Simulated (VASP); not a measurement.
A run of VASP 6.6.1:

File INCAR:

```
PREC = Accurate ; ENCUT = 520
EDIFF = 1E-8 ; ISMEAR = 1
SIGMA = 0.2 ; LREAL = False
LASPH = True ; NELM = 60
ALGO = Normal ; ISIF = 2
LWAVE = False ; LCHARG = False
GGA = PE ; NBANDS = 11
IBRION = 8 ; NSW = 1
```

The input KPOINTS:

```
Automatic mesh
0
Gamma
  18 18 18
```

POSCAR

```
Pt
1.0
    0.0000000000      1.9620000000      1.9620000000
    1.9620000000      0.0000000000      1.9620000000
    1.9620000000      1.9620000000      0.0000000000
Pt
1
Direct
    0.0000000000      0.0000000000      0.0000000000
```

Potentials or basis: VASP PAW PBE potentials, release 64 (Pt).

Run with:

```console
$ cat potpaw_PBE.64/Pt/POTCAR > POTCAR
$ mpirun -np 1 vasp_std > vasp.out
```

Hardware: 1 thread of Intel(R) Xeon(R) Platinum 8175M CPU @ 2.50GHz (Skylake/Cascade Lake), with other jobs on the host.

Estimate the wall time of this run.

Wall time 2.1 min on 1 thread of Intel(R) Xeon(R) Platinum 8175M CPU @ 2.50GHz (Skylake/Cascade Lake) (shared host), peak memory 0.29 GiB. Counts: scf iterations 25, k points 195.
